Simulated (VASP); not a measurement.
# Si2N (Fm-3m) in VASP: a series of runs

The runs below take Si2N through single point, relaxation of cell and atoms, with PBE.

All numbers are computed with VASP 6.6.1; they aren't measurements. Logs are shortened: lines on timing, memory, paths and dates and some standing lists are left out, and cuts for length are marked.

### 1 The cell of the first run

The structure is cubic, space group Fm-3m (No. 225). The conventional cell has a = 5.244 Å, b = 5.244 Å, c = 5.244 Å, α = 90.00°, β = 90.00°, γ = 90.00°. Within 3.0 Å of Si (site symmetry -43m) lie 4 N at 2.27 Å and 6 Si at 2.62 Å. N (site symmetry m-3m) has 8 Si at 2.27 Å within 3.0 Å.

### 2 Single point, PBE

Contents of INCAR:

```
PREC     = Accurate       # precision mode
ENCUT    = 520            # plane-wave cutoff, eV
EDIFF    = 1E-6           # SCF threshold, eV
ISMEAR   = 0              # smearing method
SIGMA    = 0.1            # smearing width, eV
LREAL    = False          # projectors in reciprocal space
LASPH    = True           # aspherical terms in the spheres
NELM     = 60             # most SCF steps
ALGO     = Normal         # electronic algorithm
ISIF     = 2              # what is computed and relaxed
LWAVE    = False          # write WAVECAR
LCHARG   = True           # write CHGCAR
GGA      = PE             # functional
LELF     = True           # ELF
LVHAR    = True         
NBANDS   = 14             # bands
```

Contents of KPOINTS:

```
Automatic mesh
0
Gamma
  6 6 6
```

Contents of POSCAR:

```
Si2N
1.0
    0.0000000000      2.6220916076      2.6220916076
    2.6220916076      0.0000000000      2.6220916076
    2.6220916076      2.6220916076      0.0000000000
Si N
2 1
Direct
    0.2500000000      0.2500000000      0.2500000000
    0.7500000000      0.7500000000      0.7500000000
    0.0000000000      0.0000000000      0.0000000000
```

Potentials or basis: VASP PAW PBE potentials, release 64 (Si, N).

Command:

```bash
cat potpaw_PBE.64/Si/POTCAR potpaw_PBE.64/N/POTCAR > POTCAR
mpirun -np 1 vasp_std > vasp.out
```

OUTCAR:

```text
PREC = Accurate
   ENCUT = 520
   EDIFF = 1E-6
   ISMEAR = 0
   LREAL = False
   LASPH = True
   NELM = 60
   ISIF = 2
   GGA = PE

 ion  position               nearest neighbor table
   1  0.250  0.250  0.250-   3 2.27   3 2.27   3 2.27   3 2.27   2 2.62   2 2.62   2 2.62   2 2.62
                             2 2.62   2 2.62
   2  0.750  0.750  0.750-   3 2.27   3 2.27   3 2.27   3 2.27   1 2.62   1 2.62   1 2.62   1 2.62
                             1 2.62   1 2.62
   3  0.000  0.000  0.000-   2 2.27   2 2.27   2 2.27   1 2.27   2 2.27   1 2.27   1 2.27   1 2.27

  LATTYP: Found a face centered cubic cell.
 ALAT       =     5.2441832152

  Lattice vectors:

 A1 = (   0.0000000000,   2.6220916076,   2.6220916076)
 A2 = (   2.6220916076,   0.0000000000,   2.6220916076)
 A3 = (   2.6220916076,   2.6220916076,   0.0000000000)

Analysis of symmetry for initial positions (statically):
[... 33 lines left out ...]
                                     Primitive cell

  volume of cell :      36.0557

  direct lattice vectors                    reciprocal lattice vectors
     0.000000000  2.622091608  2.622091608    -0.190687464  0.190687464  0.190687464
     2.622091608  0.000000000  2.622091608     0.190687464 -0.190687464  0.190687464
     2.622091608  2.622091608  0.000000000     0.190687464  0.190687464 -0.190687464

  length of vectors
     3.708197513  3.708197513  3.708197513     0.330280377  0.330280377  0.330280377

  position of ions in fractional coordinates (direct lattice)
     0.250000000  0.250000000  0.250000000
     0.750000000  0.750000000  0.750000000
     0.000000000  0.000000000  0.000000000

  ion indices of the primitive-cell ions
   primitive index   ion index
                 1           1
                 2           2
                 3           3

----------------------------------------------------------------------------------------

 KPOINTS: Automatic mesh

Automatic generation of k-mesh.
 Grid dimensions read from file:
 generate k-points for:    6    6    6

 Generating k-lattice:

  Cartesian coordinates                     Fractional coordinates (reciprocal lattice)
    -0.031781244  0.031781244  0.031781244     0.166666667  0.000000000  0.000000000
     0.031781244 -0.031781244  0.031781244     0.000000000  0.166666667  0.000000000
     0.031781244  0.031781244 -0.031781244     0.000000000  0.000000000  0.166666667

  Length of vectors
     0.055046729  0.055046729  0.055046729

  Shift w.r.t. Gamma in fractional coordinates (k-lattice)
     0.000000000  0.000000000  0.000000000

 Subroutine IBZKPT returns following result:
 ===========================================

 Found     16 irreducible k-points:

 Following reciprocal coordinates:
[... 6 lines left out ...]
  0.333333  0.166667  0.000000     24.000000
[... 8 lines left out ...]
 -0.333333  0.333333  0.166667     24.000000
 -0.333333  0.500000  0.166667     12.000000
   k-points           NKPTS =     16   k-points in BZ     NKDIM =     16   number of bands    NBANDS=     14
   number of dos      NEDOS =    301   number of ions     NIONS =      3
   total plane-waves  NPLWV =  21952
   dimension x,y,z NGX =    28 NGY =   28 NGZ =   28
   dimension x,y,z NGXF=    56 NGYF=   56 NGZF=   56
   ions per type =               2   1
   NGX,Y,Z   is equivalent  to a cutoff of  12.55, 12.55, 12.55 a.u.
   NGXF,Y,Z  is equivalent  to a cutoff of  25.11, 25.11, 25.11 a.u.
 SYSTEM =  unknown system
   PREC   = accura    normal or accurate (medium, high low for compatibility)
   ISTART =      0    job   : 0-new  1-cont  2-samecut
   ICHARG =      2    charge: 1-file 2-atom 10-const
   ISPIN  =      1    spin polarized calculation?
   LNONCOLLINEAR =      F non collinear calculations
   LSORBIT =      F    spin-orbit coupling
   LASPH  =      T    aspherical Exc in radial PAW
   ENCUT  =  520.0 eV  38.22 Ry    6.18 a.u.   6.89  6.89  6.89*2*pi/ulx,y,z
   NELM   =     60;   NELMIN=  2; NELMDL= -5     # of ELM steps
   EDIFF  = 0.1E-05   stopping-criterion for ELM
   LREAL  =      F    real-space projection
   EDIFFG = 0.1E-04   stopping-criterion for IOM
   NSW    =      0    number of steps for IOM
   IBRION =     -1    ionic relax: 0-MD 1-quasi-New 2-CG
   NFREE  =      0    steps in history (QN), initial steepest desc. (CG)
   ISIF   =      2    stress and relaxation
   ISYM   =      2    0-nonsym 1-usesym 2-fastsym
   POTIM  = 0.5000    time-step for ionic-motion
   TEBEG  =    0.0;   TEEND  =   0.0 temperature during run
   PSTRESS=    0.0 pullay stress
   NELECT =      13.0000    total number of electrons
   NUPDOWN=      -1.0000    fix difference up-down
   EMIN   =  10.00;   EMAX   =-10.00  energy-range for DOS
   EFERMI =   0.00;   METHOD = LEGACY
   ISMEAR =     0;   SIGMA  =   0.10  broadening in eV -4-tet -1-fermi 0-gaus
   EFERMI_NEDOS =   21; number of points for ismear=-14 and -15
   IALGO  =     38    algorithm
   IMIX   =      4    mixing-type and parameters
     AMIX     =   0.40;   BMIX     =  1.00
     AMIX_MAG =   1.60;   BMIX_MAG =  1.00
  volume/ion in A,a.u.               =      12.02        81.11
  Fermi-wavevector in a.u.,A,eV,Ry     =   1.165194  2.201897 18.472305  1.357676
  Thomas-Fermi vector in A             =   2.301722
   LORBIT       =      0    0 simple, 1 ext, 2 COOP (PROOUT), +10 PAW based schemes
   GGA     = PE    functional components
   LHFCALC =     F    Hartree Fock is set to
   AEXX    =    0.0000 exact exchange contribution
   IVDW    =     0    specifies the selected vdW correction
   LEPSILON=     F    determine dielectric tensor
   LRPA    =     F    only Hartree local field effects (RPA)
 non-spin polarized calculation
 Gauss-broadening in eV      SIGMA  =   0.10
  energy-cutoff  :      520.00
  volume of cell :       36.06
 maximum number of plane-waves:       982
   NGX = 13   NGY = 13   NGZ = 13

 number of electron      13.0000000 magnetization

 Free energy of the ion-electron system (eV)
  ---------------------------------------------------
  ext. energy  EPLUGINS =         0.00000000
  ---------------------------------------------------
  free energy    TOTEN  =       -14.77825075 eV

  energy without entropy =      -14.76245611  energy(sigma->0) =      -14.77035343

 E-fermi :   9.7470     XC(G=0): -11.3919

 val. band max:        9.6273081454   @ k =  -0.3333   0.3333   0.0000
 cond. band min:       9.7561240828   @ k =   0.3333   0.0000   0.0000
 fundamental gap:      0.1288159374
 Fermi energy:         9.7469767350

 k-point     1 :       0.0000    0.0000    0.0000
  band No.  band energies     occupation
      1      -8.4772      2.00000
      2       2.6385      2.00000
      3       4.7376      2.00000
      4       4.7376      2.00000
      5       4.7376      2.00000
      6       8.7177      2.00000
      7       8.7177      2.00000
      8       8.7177      2.00000
      9      10.7933      0.00000
     10      15.1151      0.00000
     11      15.1151      0.00000
     12      15.1151      0.00000
     13      15.4852      0.00000
     14      15.4852      0.00000

 k-point     2 :       0.1667    0.0000    0.0000
  band No.  band energies     occupation
      1      -8.1992      2.00000
      2       1.3301      2.00000
      3       4.4546      2.00000
      4       4.4546      2.00000
      5       4.8913      2.00000
      6       8.2698      2.00000
      7       9.1925      2.00000
      8       9.1925      2.00000
      9      12.6679      0.00000
     10      13.2646      0.00000
     11      13.2646      0.00000
     12      15.0031      0.00000
     13      18.4413      0.00000
     14      18.4413      0.00000

 k-point     3 :       0.3333    0.0000    0.0000
  band No.  band energies     occupation
      1      -7.5098      2.00000
      2      -0.6365      2.00000
      3       4.0386      2.00000
      4       4.0386      2.00000
      5       4.1676      2.00000
      6       9.4438      1.99998
      7       9.4438      1.99998
      8       9.7561      0.89707
      9      12.5708      0.00000
     10      13.3035      0.00000
     11      13.3035      0.00000
     12      16.8455      0.00000
     13      20.3648      0.00000
     14      20.6397      0.00000

 k-point     4 :       0.5000    0.0000    0.0000
  band No.  band energies     occupation
      1      -7.0476      2.00000
      2      -1.6031      2.00000
      3       3.8303      2.00000
      4       3.8752      2.00000
      5       3.8752      2.00000
      6       9.2749      2.00000
      7       9.2749      2.00000
      8      10.8690      0.00000
      9      12.3285      0.00000
     10      14.1441      0.00000
     11      14.1441      0.00000
     12      16.3018      0.00000
     13      19.9083      0.00000
     14      19.9083      0.00000

 k-point     5 :       0.1667    0.1667    0.0000
  band No.  band energies     occupation
      1      -8.1063      2.00000
      2       1.2316      2.00000
      3       3.8957      2.00000
      4       3.8957      2.00000
      5       6.1611      2.00000
      6       6.8457      2.00000
      7       9.8135      0.34689
      8       9.8135      0.34689
      9      11.1129      0.00000
     10      13.5860      0.00000
     11      15.9814      0.00000
[... 140 lines left out ...]
 k-point    14 :       0.5000    0.3333    0.1667
  band No.  band energies     occupation
      1      -7.0032      2.00000
      2      -0.5883      2.00000
      3       1.1874      2.00000
      4       2.8686      2.00000
      5       7.2711      2.00000
      6       7.5023      2.00000
      7       8.7132      2.00000
      8      11.6119      0.00000
      9      11.7480      0.00000
     10      14.1645      0.00000
     11      16.9235      0.00000
     12      18.1018      0.00000
     13      19.0349      0.00000
     14      20.8771      0.00000

 k-point    15 :      -0.3333    0.3333    0.1667
  band No.  band energies     occupation
      1      -6.6720      2.00000
      2      -0.7420      2.00000
      3       0.3780      2.00000
      4       2.4582      2.00000
      5       7.2620      2.00000
      6       8.1942      2.00000
      7       9.7833      0.60728
      8      10.4805      0.00000
      9      12.1671      0.00000
     10      13.4938      0.00000
     11      17.3817      0.00000
     12      18.4359      0.00000
     13      19.5400      0.00000
     14      21.0459      0.00000

 k-point    16 :      -0.3333    0.5000    0.1667
  band No.  band energies     occupation
      1      -6.5305      2.00000
      2      -0.8606      2.00000
      3       0.6898      2.00000
      4       1.8284      2.00000
      5       7.1286      2.00000
      6       7.2321      2.00000
      7      10.1846      0.00000
      8      10.4106      0.00000
      9      12.8876      0.00000
     10      14.3935      0.00000
     11      18.4252      0.00000
     12      18.5398      0.00000
     13      19.9805      0.00000
     14      21.5520      0.00000

------------------------ aborting loop because EDIFF is reached ----------------------------------------

  FORCE on cell =-STRESS in cart. coord.  units (eV):
  Direction    XX          YY          ZZ          XY          YZ          ZX
  --------------------------------------------------------------------------------------
  -------------------------------------------------------------------------------------
  Total        1.6846093      1.6846093      1.6846093     -0.0000000      0.0000000     -0.0000000
  in kB       74.8576535     74.8576535     74.8576535     -0.0000000      0.0000000     -0.0000000
  external PRESSURE =      74.8576535 kB  Pullay stress =       0.0000000 kB

 VOLUME and BASIS-vectors are now :
 -----------------------------------------------------------------------------
  energy-cutoff  :      520.00
  volume of cell :       36.06
      direct lattice vectors                 reciprocal lattice vectors
     0.000000000  2.622091608  2.622091608    -0.190687464  0.190687464  0.190687464
     2.622091608  0.000000000  2.622091608     0.190687464 -0.190687464  0.190687464
     2.622091608  2.622091608  0.000000000     0.190687464  0.190687464 -0.190687464

 POSITION                                       TOTAL-FORCE (eV/Angst)
 -----------------------------------------------------------------------------------
      1.31105      1.31105      1.31105         0.000000      0.000000      0.000000
      3.93314      3.93314      3.93314        -0.000000     -0.000000     -0.000000
      0.00000      0.00000      0.00000        -0.000000      0.000000     -0.000000
 -----------------------------------------------------------------------------------
    total drift:                               -0.000000     -0.000000      0.000000

  FREE ENERGIE OF THE ION-ELECTRON SYSTEM (eV)
  ---------------------------------------------------
  free  energy   TOTEN  =       -14.7782507534 eV

  energy  without entropy=      -14.7624561118  energy(sigma->0) =      -14.77035343
```

Wall time 5.2 s (1 thread of Intel Xeon 6975P-C (Granite Rapids), shared host); peak memory 0.14 GiB.

What came out:

```
Free energy : -14.7783 eV
Pressure    : 7.5 GPa
```

Levels at points of the mesh, in eV from the Fermi level:
```
           k point  band 3  band 4  band 5  band 6  band 7  band 8  band 9  band 10
(0.00, 0.00, 0.00)   -5.01   -5.01   -5.01   -1.03   -1.03   -1.03    1.05     5.37
(0.50, 0.00, 0.00)   -5.92   -5.87   -5.87   -0.47   -0.47    1.12    2.58     4.40
(0.50, 0.50, 0.00)   -7.34   -7.34   -5.08   -4.26    1.43    2.82    2.82     7.07
```

### 3 Single point, PBE

This run uses another cell than the first one, of 13.00 Å³/atom, 1.081 times its volume.

Contents of INCAR:

```
SYSTEM = Si2N
PREC = Accurate
ENCUT = 520
EDIFF = 1E-6
ISMEAR = 0
SIGMA = 0.1
LREAL = .FALSE.
LASPH = .TRUE.
NELM = 100
ALGO = Normal
ISIF = 2
LWAVE = .FALSE.
LCHARG = .TRUE.
GGA = PE
LELF = .TRUE.
LVHAR = .TRUE.
NBANDS = 14
```

Contents of KPOINTS:

```
Automatic mesh
0
G
  6 6 6
  0 0 0
```

Contents of POSCAR:

```
Si2N
1.0
    0.0000000000      2.6912901645      2.6912901645
    2.6912901645      0.0000000000      2.6912901645
    2.6912901645      2.6912901645      0.0000000000
Si N
2 1
Direct
    0.2500000000      0.2500000000      0.2500000000
    0.7500000000      0.7500000000      0.7500000000
    0.0000000000      0.0000000000      0.0000000000
```

Potentials or basis: VASP PAW PBE potentials, release 64 (Si, N).

Command:

```bash
cat potpaw_PBE.64/Si/POTCAR potpaw_PBE.64/N/POTCAR > POTCAR
mpirun -np 1 vasp_std > vasp.out
```

It took 5 s on 1 thread of Intel Xeon 6975P-C (Granite Rapids), shared host; peak memory 0.13 GiB.

It converged, with:

```
Free energy : -14.8454 eV
Pressure    : 0.2 GPa
```

Levels at points of the mesh, in eV from the Fermi level:
| k point | band 3 | band 4 | band 5 | band 6 | band 7 | band 8 | band 9 | band 10 |
| --- | --- | --- | --- | --- | --- | --- | --- | --- |
| (0.00, 0.00, 0.00) | -4.52 | -4.52 | -4.52 | -0.95 | -0.95 | -0.95 | 0.25 | 5.16 |
| (0.50, 0.00, 0.00) | -6.01 | -5.36 | -5.36 | -0.34 | -0.34 | 1.01 | 2.28 | 4.15 |
| (0.50, 0.50, 0.00) | -6.77 | -6.77 | -5.13 | -3.95 | 1.20 | 2.66 | 2.66 | 6.70 |

### 4 Relaxation of cell and atoms, PBE

Contents of INCAR:

```
ALGO = Normal
EDIFF = 1E-6
EDIFFG = -0.04
ENCUT = 600
GGA = PE
IBRION = 2
ISIF = 3
ISMEAR = 0
LASPH = True
LCHARG = False
LREAL = False
LWAVE = False
NELM = 60
NSW = 90
PREC = Accurate
SIGMA = 0.1
```

Contents of KPOINTS:

```
k-points
0
Gamma
  6 6 6
```

Contents of POSCAR:

```
Si2N
1.0
    0.0000000000      2.6220916076      2.6220916076
    2.6220916076      0.0000000000      2.6220916076
    2.6220916076      2.6220916076      0.0000000000
Si N
2 1
Direct
    0.2500000000      0.2500000000      0.2500000000
    0.7500000000      0.7500000000      0.7500000000
    0.0000000000      0.0000000000      0.0000000000
```

Command:

```bash
cat potpaw_PBE.64/Si/POTCAR potpaw_PBE.64/N/POTCAR > POTCAR
mpirun -np 1 vasp_std > vasp.out
```

It took 8.1 s on 1 thread of Intel Xeon 6975P-C (Granite Rapids), shared host; peak memory 0.15 GiB.

It converged, with:

| Item | Value |
| --- | --- |
| Free energy | -14.8452 eV |
| Relaxed volume | 13.01 Å³/atom |
| Relaxed cell | a = 3.808 Å, b = 3.808 Å, c = 3.808 Å, α = 60.00°, β = 60.00°, γ = 60.00° |
| Space group after relaxing (to 0.05 Å) | Fm-3m (No. 225) |
| Energy gained by relaxing | 21.7 meV/atom |
| Ionic steps | 2 |
| Pressure after relaxing | 0.1 GPa |

Step by step:
```
step  energy change (eV)  largest force (eV/Å)  pressure (GPa)  volume (Å³)
   1              0.0000                0.0000            7.42        36.06
   2             -0.0651                0.0000            0.12        39.04
```

Final structure:
```cif
data_structure
_symmetry_space_group_name_H-M 'P 1'
_symmetry_Int_Tables_number 1
_cell_length_a 3.8077
_cell_length_b 3.8077
_cell_length_c 3.8077
_cell_angle_alpha 60.000
_cell_angle_beta 60.000
_cell_angle_gamma 60.000
_cell_volume 39.04
loop_
_atom_site_label
_atom_site_type_symbol
_atom_site_fract_x
_atom_site_fract_y
_atom_site_fract_z
_atom_site_occupancy
Si1 Si 0.25000 0.25000 0.25000 1
Si2 Si 0.75000 0.75000 0.75000 1
N1 N 0.00000 0.00000 0.00000 1
```

Levels at points of the mesh, in eV from the Fermi level:
```csv
k point,band 4,band 5,band 6,band 7,band 8,band 9
"(0.00, 0.00, 0.00)",-4.51,-4.51,-0.95,-0.95,-0.95,0.24
"(0.50, 0.00, 0.00)",-5.35,-5.35,-0.34,-0.34,1.01,2.28
"(0.50, 0.50, 0.00)",-6.76,-5.13,-3.95,1.20,2.66,2.66
```

### 5 Single point, PBE, collinear spin, ferromagnetic start

Contents of INCAR:

```
SYSTEM = Si2N
PREC = Accurate ; ENCUT = 520
EDIFF = 1E-7 ; ISMEAR = 0
SIGMA = 0.1 ; LREAL = .False.
LASPH = .True. ; NELM = 150
ALGO = Normal ; ISIF = 2
LWAVE = .False. ; LCHARG = .False.
ISPIN = 2 ; MAGMOM = 0 0 1
LORBIT = 11 ; GGA = PE
NBANDS = 18
```

Contents of KPOINTS:

```
regular mesh
0
Gamma
  6 6 6
  0 0 0
```

POSCAR is that of step 4.

Command:

```bash
cat potpaw_PBE.64/Si/POTCAR potpaw_PBE.64/N/POTCAR > POTCAR
mpirun -np 1 vasp_std > vasp.out
```

Wall time 18 s (1 thread of Intel Xeon 6975P-C (Granite Rapids), shared host); peak memory 0.16 GiB.

Results (log left out):

```
Free energy                                           : -14.7783 eV
Pressure                                              : 7.5 GPa
Net moment                                            : 0.00 μB per cell
Valence electrons inside the program's atomic spheres : Si 1.53; N 3.51
```

Levels at points of the mesh, in eV from the Fermi level:
Spin up:
| k point | band 3 | band 4 | band 5 | band 6 | band 7 | band 8 | band 9 | band 10 |
| --- | --- | --- | --- | --- | --- | --- | --- | --- |
| (0.00, 0.00, 0.00) | -5.01 | -5.01 | -5.01 | -1.03 | -1.03 | -1.03 | 1.05 | 5.37 |
| (0.50, 0.00, 0.00) | -5.92 | -5.87 | -5.87 | -0.47 | -0.47 | 1.12 | 2.58 | 4.40 |
| (0.50, 0.50, 0.00) | -7.34 | -7.34 | -5.08 | -4.26 | 1.43 | 2.82 | 2.82 | 7.07 |
Spin down:
| k point | band 3 | band 4 | band 5 | band 6 | band 7 | band 8 | band 9 | band 10 |
| --- | --- | --- | --- | --- | --- | --- | --- | --- |
| (0.00, 0.00, 0.00) | -5.01 | -5.01 | -5.01 | -1.03 | -1.03 | -1.03 | 1.05 | 5.37 |
| (0.50, 0.00, 0.00) | -5.92 | -5.87 | -5.87 | -0.47 | -0.47 | 1.12 | 2.58 | 4.40 |
| (0.50, 0.50, 0.00) | -7.34 | -7.34 | -5.08 | -4.26 | 1.43 | 2.82 | 2.82 | 7.07 |

### 6 The runs side by side

```csv
task,spin,cell,cutoff (eV),gap on the mesh (eV),pressure (GPa)
single point,off,"a = 3.708 Å, angles 60.0°, 3 atoms",520,none,7.5
single point,off,"a = 3.806 Å, angles 60.0°, 3 atoms",520,none,0.2
relaxation of cell and atoms,off,"relaxed from a = 3.708 Å, angles 60.0°, 3 atoms",600,none,0.1
single point,"collinear, ferromagnetic start","a = 3.708 Å, angles 60.0°, 3 atoms",520,none,7.5
```

Alike in all rows: level PBE; potentials or basis VASP PAW PBE potentials, release 64 (Si, N); k mesh 6 × 6 × 6; smearing gaussian 0.1 eV.

Total energies depend on the potentials used, so only differences within one code and one set of settings carry meaning.
